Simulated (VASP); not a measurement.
CdTe:

```xyz
2
Lattice="0.0000 3.2050 3.2050 3.2050 0.0000 3.2050 3.2050 3.2050 0.0000" Properties=species:S:1:pos:R:3 pbc="T T T"
Cd    0.0000    0.0000    0.0000
Te    1.6025    1.6025    1.6025
```

| Quantity | Value |
| --- | --- |
| Program | VASP 6.6.1 |
| Task | relaxation of cell and atoms |
| Functional | PBE |
| Potentials or basis | VASP PAW PBE potentials, release 64 (Cd, Te) |
| Cutoff | 600 eV |
| k mesh | 6 × 6 × 6 |
| Occupations | gaussian, width 0.01 eV |
| Spin | no spin polarisation |

At the start: pressure 4.4 GPa; volume 32.92 Å³/atom.

How do energy, volume and symmetry change on relaxing?

Over 3 steps the energy falls by 42.3 meV/atom and the volume is 36.31 Å³/atom (+10.3 %); space group F-43m (No. 216, to 0.05 Å).

Step by step:
```
step  energy change (eV)  largest force (eV/Å)  pressure (GPa)  volume (Å³)
   1              0.0000                0.0000            4.37        65.84
   2             -0.0782                0.0000           -0.94        74.78
   3             -0.0846                0.0000            0.02        72.63
```

Final structure:
```yaml
crystal:
  lattice:
    - [0.00000, 3.31153, 3.31153]
    - [3.31153, 0.00000, 3.31153]
    - [3.31153, 3.31153, 0.00000]
  atoms:
    - { symbol: Cd, position: [0.00000, 0.00000, 0.00000] }
    - { symbol: Te, position: [0.25000, 0.25000, 0.25000] }
```

Caveat: the volume moved by +10 % from the deposited cell, more than functionals usually miss.
